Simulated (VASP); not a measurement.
# Ti3S2 (R-3m) in VASP: a series of runs

Ti3S2 is run at these levels: PBE; tasks: single point, relaxation of cell and atoms.

Everything below comes from runs of VASP 6.6.1. Logs are shortened: lines on timing, memory, paths and dates and some standing lists are left out, and cuts for length are marked.

### 1 The cell of the first run

It takes space group R-3m (No. 166, trigonal). The conventional cell has a = 3.404 Å, b = 3.404 Å, c = 23.835 Å, α = 90.00°, β = 90.00°, γ = 120.00°. Ti (site symmetry -3m) has 6 S at 2.46 Å and 12 Ti at 3.40 to 3.47 Å within 3.5 Å. Within 3.2 Å of Ti (site symmetry 3m) lie 3 S at 2.40 Å and 3 Ti at 2.97 Å. S (site symmetry 3m) has 6 Ti at 2.40 to 2.46 Å within 3.2 Å.

### 2 Single point, PBE

INCAR reads:

```
SYSTEM = Ti3S2
  PREC = Accurate
  ENCUT = 520
  EDIFF = 1E-6
  ISMEAR = 0
  SIGMA = 0.1
  LREAL = .False.
  LASPH = .True.
  NELM = 60
  ALGO = Normal
  ISIF = 2
  LWAVE = .False.
  LCHARG = .False.
  GGA = PE
  NBANDS = 32
```

KPOINTS reads:

```
Automatic mesh
0
Gamma
  6 6 6
  0 0 0
```

POSCAR reads:

```
Ti3S2
1.0
    1.7021797672      0.9827539468      7.9448709388
   -1.7021797672      0.9827539468      7.9448709388
    0.0000000000     -1.9655078936      7.9448709388
Ti S
3 2
Direct
    0.0000000000      0.0000000000      0.0000000000
    0.2133432004      0.2133432004      0.2133432004
    0.7866567996      0.7866567996      0.7866567996
    0.3956237298      0.3956237298      0.3956237298
    0.6043762702      0.6043762702      0.6043762702
```

Potentials or basis: VASP PAW PBE potentials, release 64 (Ti_sv, S).

The run is started by

```
> cat potpaw_PBE.64/Ti_sv/POTCAR potpaw_PBE.64/S/POTCAR > POTCAR
> mpirun -np 1 vasp_std > vasp.out
```

OUTCAR:

```text
SYSTEM = Ti3S2
   PREC = Accurate
   ENCUT = 520
   EDIFF = 1E-6
   ISMEAR = 0
   LREAL = .False.
   LASPH = .True.
   NELM = 60
   ISIF = 2
   GGA = PE

 ion  position               nearest neighbor table
   1  0.000  0.000  0.000-   5 2.46   4 2.46   5 2.46   5 2.46   4 2.46   4 2.46
   2  0.213  0.213  0.213-   5 2.40   5 2.40   5 2.40
   3  0.787  0.787  0.787-   4 2.40   4 2.40   4 2.40
   4  0.396  0.396  0.396-   3 2.40   3 2.40   3 2.40   1 2.46   1 2.46   1 2.46
   5  0.604  0.604  0.604-   2 2.40   2 2.40   2 2.40   1 2.46   1 2.46   1 2.46

  LATTYP: Found a trigonal (rhomboedric) cell.
 ALAT       =     8.1843873023
 COS(alpha) =     0.9134895646

  Lattice vectors:

 A1 = (   1.7021797672,   0.9827539468,   7.9448709388)
 A2 = (  -1.7021797672,   0.9827539468,   7.9448709388)
 A3 = (   0.0000000000,  -1.9655078936,   7.9448709388)

Analysis of symmetry for initial positions (statically):
=====================================================================
 Subroutine PRICEL returns:
 Original cell was already a primitive cell.

 Routine SETGRP: Setting up the symmetry group for a
 trigonal (rhombohedral) supercell.

 Subroutine GETGRP returns: Found 12 space group operations
 (whereof 12 operations were pure point group operations)
 out of a pool of 12 trial point group operations.

The static configuration has the point symmetry D_3d.

Analysis of symmetry for dynamics (positions and initial velocities):
=====================================================================
 Subroutine PRICEL returns:
 Original cell was already a primitive cell.

 Routine SETGRP: Setting up the symmetry group for a
 trigonal (rhombohedral) supercell.

 Subroutine GETGRP returns: Found 12 space group operations
 (whereof 12 operations were pure point group operations)
 out of a pool of 12 trial point group operations.

The dynamic configuration has the point symmetry D_3d.

 Subroutine INISYM returns: Found 12 space group operations
 (whereof 12 operations are pure point group operations),
 and found     1 'primitive' translations

----------------------------------------------------------------------------------------

                                     Primitive cell

  volume of cell :      79.7422

  direct lattice vectors                    reciprocal lattice vectors
     1.702179767  0.982753947  7.944870939     0.293741008  0.169591450  0.041955790
[... 94 lines left out ...]
   EDIFFG = 0.1E-04   stopping-criterion for IOM
   NSW    =      0    number of steps for IOM
   IBRION =     -1    ionic relax: 0-MD 1-quasi-New 2-CG
   NFREE  =      0    steps in history (QN), initial steepest desc. (CG)
   ISIF   =      2    stress and relaxation
   ISYM   =      2    0-nonsym 1-usesym 2-fastsym
   POTIM  = 0.5000    time-step for ionic-motion
   TEBEG  =    0.0;   TEEND  =   0.0 temperature during run
   PSTRESS=    0.0 pullay stress
   NELECT =      48.0000    total number of electrons
   NUPDOWN=      -1.0000    fix difference up-down
   EMIN   =  10.00;   EMAX   =-10.00  energy-range for DOS
   EFERMI =   0.00;   METHOD = LEGACY
   ISMEAR =     0;   SIGMA  =   0.10  broadening in eV -4-tet -1-fermi 0-gaus
   EFERMI_NEDOS =   21; number of points for ismear=-14 and -15
   IALGO  =     38    algorithm
   IMIX   =      4    mixing-type and parameters
     AMIX     =   0.40;   BMIX     =  1.00
     AMIX_MAG =   1.60;   BMIX_MAG =  1.00
  volume/ion in A,a.u.               =      15.95       107.63
  Fermi-wavevector in a.u.,A,eV,Ry     =   1.382269  2.612109 25.996199  1.910667
  Thomas-Fermi vector in A             =   2.506976
   LORBIT       =      0    0 simple, 1 ext, 2 COOP (PROOUT), +10 PAW based schemes
   GGA     = PE    functional components
   LHFCALC =     F    Hartree Fock is set to
   AEXX    =    0.0000 exact exchange contribution
   IVDW    =     0    specifies the selected vdW correction
   LEPSILON=     F    determine dielectric tensor
   LRPA    =     F    only Hartree local field effects (RPA)
 non-spin polarized calculation
 Gauss-broadening in eV      SIGMA  =   0.10
  energy-cutoff  :      520.00
  volume of cell :       79.74
 maximum number of plane-waves:      2171
 NGX is ok and might be reduce to    64
   NGX = 31   NGY = 31   NGZ = 31

 number of electron      47.9999995 magnetization

 Free energy of the ion-electron system (eV)
  ---------------------------------------------------
  ext. energy  EPLUGINS =         0.00000000
  ---------------------------------------------------
  free energy    TOTEN  =       -36.83555846 eV

  energy without entropy =      -36.81232741  energy(sigma->0) =      -36.82394293

 E-fermi :   9.4730     XC(G=0): -11.4515

 val. band max:        9.4529159744   @ k =  -0.3333   0.3333   0.3333
 cond. band min:       9.4871931537   @ k =  -0.3333   0.5000   0.3333
 fundamental gap:      0.0342771794
 Fermi energy:         9.4730374636

 k-point     1 :       0.0000    0.0000    0.0000
  band No.  band energies     occupation
      1     -48.2684      2.00000
      2     -47.7774      2.00000
      3     -47.7331      2.00000
      4     -24.6247      2.00000
      5     -24.5169      2.00000
      6     -24.5169      2.00000
[... 829 lines left out ...]
     31      11.3637      0.00000
     32      11.5033      0.00000

 [... further k-points ...]

------------------------ aborting loop because EDIFF is reached ----------------------------------------

  FORCE on cell =-STRESS in cart. coord.  units (eV):
  Direction    XX          YY          ZZ          XY          YZ          ZX
  --------------------------------------------------------------------------------------
  -------------------------------------------------------------------------------------
  Total        0.0214760      0.0214760      0.1376892      0.0000000      0.0000000      0.0000000
  in kB        0.4314954      0.4314954      2.7664447      0.0000000      0.0000000      0.0000000
  external PRESSURE =       1.2098118 kB  Pullay stress =       0.0000000 kB

 VOLUME and BASIS-vectors are now :
 -----------------------------------------------------------------------------
  energy-cutoff  :      520.00
  volume of cell :       79.74
      direct lattice vectors                 reciprocal lattice vectors
     1.702179767  0.982753947  7.944870939     0.293741008  0.169591450  0.041955790
    -1.702179767  0.982753947  7.944870939    -0.293741008  0.169591450  0.041955790
     0.000000000 -1.965507894  7.944870939     0.000000000 -0.339182900  0.041955790

 POSITION                                       TOTAL-FORCE (eV/Angst)
 -----------------------------------------------------------------------------------
      0.00000      0.00000      0.00000         0.000000     -0.000000     -0.000000
      0.00000      0.00000      5.08495         0.000000      0.000000     -0.019043
      0.00000      0.00000     18.74966         0.000000     -0.000000      0.019043
      0.00000      0.00000      9.42954         0.000000     -0.000000      0.024434
      0.00000      0.00000     14.40507         0.000000      0.000000     -0.024434
 -----------------------------------------------------------------------------------
    total drift:                                0.000000      0.000000     -0.000000

  FREE ENERGIE OF THE ION-ELECTRON SYSTEM (eV)
  ---------------------------------------------------
  free  energy   TOTEN  =       -36.8355584615 eV

  energy  without entropy=      -36.8123274059  energy(sigma->0) =      -36.82394293
```

Wall time 3.1 min (1 thread of Intel Xeon 6975P-C (Granite Rapids), shared host); peak memory 0.55 GiB.

Results:

| Quantity | Value |
| --- | --- |
| Free energy | -36.8356 eV |
| Pressure | 0.1 GPa |
| Largest force | 0.024 eV/Å |
| Band gap on the k mesh | zero (bands 24 and 25 overlap by 0.81 eV) |

Forces in eV/Å, atoms in the order of the input:
```
Ti   0.000  0.000  0.000
Ti   0.000  0.000 -0.019
Ti   0.000  0.000  0.019
S    0.000  0.000  0.024
S    0.000  0.000 -0.024
```

### 3 Relaxation of cell and atoms, PBE

This run uses another cell than the first one, of 17.38 Å³/atom.

INCAR reads:

```
SYSTEM = Ti3S2
ALGO     = Normal         ! electronic algorithm
EDIFF    = 1E-7           ! SCF threshold, eV
EDIFFG   = -0.04          ! ionic threshold
ENCUT    = 600            ! plane-wave cutoff, eV
GGA      = PE             ! functional
IBRION   = 2              ! ionic algorithm
ISIF     = 3              ! what is computed and relaxed
ISMEAR   = 0              ! smearing method
LASPH    = .TRUE.         ! aspherical terms in the spheres
LCHARG   = .FALSE.        ! write CHGCAR
LREAL    = .FALSE.        ! projectors in reciprocal space
LWAVE    = .FALSE.        ! write WAVECAR
NELM     = 100            ! most SCF steps
NSW      = 90             ! ionic steps
PREC     = Accurate       ! precision mode
SIGMA    = 0.1            ! smearing width, eV
```

KPOINTS reads:

```
k-points
0
G
  6 6 6
  0 0 0
```

POSCAR reads:

```
Ti3S2
1.0
    1.7556562083      1.0136285844      8.1383570919
   -1.7556562083      1.0136285844      8.1383570919
    0.0000000000     -2.0272571689      8.1383570919
Ti S
3 2
Direct
    0.0000000000      0.0000000000      0.0000000000
    0.2095000000      0.2095000000      0.2095000000
    0.7905000000      0.7905000000      0.7905000000
    0.4000000000      0.4000000000      0.4000000000
    0.6000000000      0.6000000000      0.6000000000
```

Potentials or basis: VASP PAW PBE potentials, release 64 (Ti_sv, S).

The run is started by

```
> cat potpaw_PBE.64/Ti_sv/POTCAR potpaw_PBE.64/S/POTCAR > POTCAR
> mpirun -np 1 vasp_std > vasp.out
```

Run time: 42 min. Hardware: 1 thread of Intel Xeon 6975P-C (Granite Rapids), shared host; peak memory 0.78 GiB.

It converged, with:

| Property | Result |
| --- | --- |
| Free energy | -36.8387 eV |
| Relaxed volume | 15.95 Å³/atom |
| Relaxed cell | a = 8.199 Å, b = 8.199 Å, c = 8.199 Å, α = 23.94°, β = 23.94°, γ = 23.94° |
| Space group after relaxing (to 0.1 Å) | R-3m (No. 166) |
| Energy gained by relaxing | 77.4 meV/atom |
| Ionic steps | 11 |
| Pressure after relaxing | 0.0 GPa |
| Largest force after relaxing | 0.022 eV/Å |
| Band gap on the k mesh | zero (bands 24 and 25 overlap by 0.81 eV) |

Forces in eV/Å, atoms in the order of the input:
```
Ti   0.000  0.000  0.000
Ti   0.000  0.000  0.007
Ti   0.000  0.000 -0.007
S    0.000  0.000 -0.022
S    0.000  0.000  0.022
```

Step by step:
| step | energy change (eV) | largest force (eV/Å) | pressure (GPa) | volume (Å³) |
| --- | --- | --- | --- | --- |
| 1 | 0.0000 | 0.8440 | -8.99 | 86.90 |
| 2 | -0.2319 | 0.7085 | 7.75 | 75.20 |
| 3 | -0.3016 | 0.7792 | 1.30 | 78.68 |
| 4 | -0.3620 | 0.3501 | 0.81 | 79.02 |
| 5 | -0.3803 | 0.1489 | 0.52 | 79.33 |
| 6 | -0.3803 | 0.1452 | 0.52 | 79.34 |
| 7 | -0.3837 | 0.1035 | -0.48 | 80.01 |
| 8 | -0.3838 | 0.0976 | -0.62 | 80.11 |
| 9 | -0.3863 | 0.0377 | -0.25 | 79.91 |
| 10 | -0.3868 | 0.0574 | -0.01 | 79.78 |
| 11 | -0.3870 | 0.0219 | 0.03 | 79.76 |

Final structure:
```cif
data_structure
_symmetry_space_group_name_H-M 'P 1'
_symmetry_Int_Tables_number 1
_cell_length_a 8.1988
_cell_length_b 8.1988
_cell_length_c 8.1988
_cell_angle_alpha 23.945
_cell_angle_beta 23.945
_cell_angle_gamma 23.945
_cell_volume 79.76
loop_
_atom_site_label
_atom_site_type_symbol
_atom_site_fract_x
_atom_site_fract_y
_atom_site_fract_z
_atom_site_occupancy
Ti1 Ti 0.00000 0.00000 0.00000 1
Ti2 Ti 0.21310 0.21310 0.21310 1
Ti3 Ti 0.78690 0.78690 0.78690 1
S1 S 0.39581 0.39581 0.39581 1
S2 S 0.60419 0.60419 0.60419 1
```

Levels at points of the mesh, in eV from the Fermi level:
```
           k point  band 21  band 22  band 23  band 24  band 25  band 26  band 27  band 28
(0.00, 0.00, 0.00)    -2.20    -0.53    -0.53    -0.49    -0.49    -0.33     0.06     0.25
(0.50, 0.00, 0.00)    -2.35    -1.12    -0.97    -0.48     0.14     1.13     1.14     1.48
(0.50, 0.50, 0.00)    -2.68    -1.11    -0.52     0.06     0.37     0.73     0.98     1.16
(0.50, 0.50, 0.50)    -1.39    -0.78    -0.71    -0.71    -0.04    -0.04     0.80     0.85
```

[end of part 1 of 2]
